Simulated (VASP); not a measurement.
Input of a VASP 6.6.1 run:

POSCAR

```
SiNi
1.0
    2.7998727190      0.0000000000      0.0000000000
    0.0000000000      2.7998727190      0.0000000000
    0.0000000000      0.0000000000      2.7998727190
Si Ni
1 1
Direct
    0.0000000000      0.0000000000      0.0000000000
    0.5000000000      0.5000000000      0.5000000000
```

The input INCAR.step1:

```
ALGO = Normal
EDIFF = 1E-4
ENCUT = 600
GGA = PE
ISMEAR = 0
LASPH = T
LCHARG = F
LREAL = F
LWAVE = T
NELM = 100
PREC = Accurate
SIGMA = 0.1
```

The input INCAR.step2:

```
ALGO = Normal
EDIFF = 1E-7
EDIFFG = -0.01
ENCUT = 600
IBRION = 2
ISIF = 3
ISMEAR = 0
ISTART = 1
LASPH = T
LCHARG = F
LMIXTAU = T
LREAL = F
LWAVE = F
METAGGA = R2SCAN
NELM = 100
NSW = 100
PREC = Accurate
SIGMA = 0.1
```

The input KPOINTS:

```
k-points
0
Gamma
  20 20 20
```

Potentials or basis: VASP PAW PBE potentials, release 64 (Si, Ni).

Run with:

```bash
$ cat potpaw_PBE.64/Si/POTCAR potpaw_PBE.64/Ni/POTCAR > POTCAR
$ cp INCAR.step1 INCAR
$ mpirun -np 1 vasp_std > vasp.out
$ cp INCAR.step2 INCAR
$ mpirun -np 1 vasp_std > vasp.out
```

Q: What does it give for the band gap on the k mesh?

A: Zero (bands 7 and 8 overlap by 3.54 eV).

Final structure:
```yaml
crystal:
  lattice:
    - [2.79987, 0.00000, 0.00000]
    - [0.00000, 2.79987, 0.00000]
    - [0.00000, 0.00000, 2.79987]
  atoms:
    - { symbol: Si, position: [0.00000, 0.00000, 0.00000] }
    - { symbol: Ni, position: [0.50000, 0.50000, 0.50000] }
```

Caveat: the relaxation stopped at its first step, so nothing moved. Spin polarisation is off, so any magnetic state and its effect on volume and gap are missing.
